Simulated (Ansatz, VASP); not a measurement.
Two plane-wave programs on AgCl

```
Ag Cl
1.0
     0.00000    2.73155    2.73155
     2.73155    0.00000    2.73155
     2.73155    2.73155    0.00000
Ag Cl
1 1
Cartesian
  2.7316 2.7316 2.7316
  0.0000 0.0000 0.0000
```

Change from the starting cell: strain -0.015 along x and y, -0.015 along z, atoms carried along.

Alike in both runs: task single point; functional r2SCAN; k mesh 8 × 8 × 8; occupations gaussian, width 0.05 eV; no spin polarisation.

|  | VASP | Ansatz |
| --- | --- | --- |
| version | VASP 6.6.1 | Ansatz 0.2.0 |
| potentials or method | VASP PAW PBE potentials, release 64 (Ag, Cl), cutoff 520 eV | scalar-relativistic, plane waves, PAW |
| valence electrons in the cell | 18 | 26 |

Ansatz gave:

- gap on the k mesh at the Fermi level (eV): 1.48
- least direct gap on the mesh (eV): 3.91
- pressure (GPa): 2.5

**Question.** Estimate VASP's values.

**Answer.** gap on the k mesh at the Fermi level (eV): 1.43; least direct gap on the mesh (eV): 3.87; pressure (GPa): 2.5.

VASP's potentials were made for PBE, not for r2SCAN. VASP's potentials hold 18 valence electrons a cell and Ansatz's 26, so a difference there can come from the potentials and not from the codes.
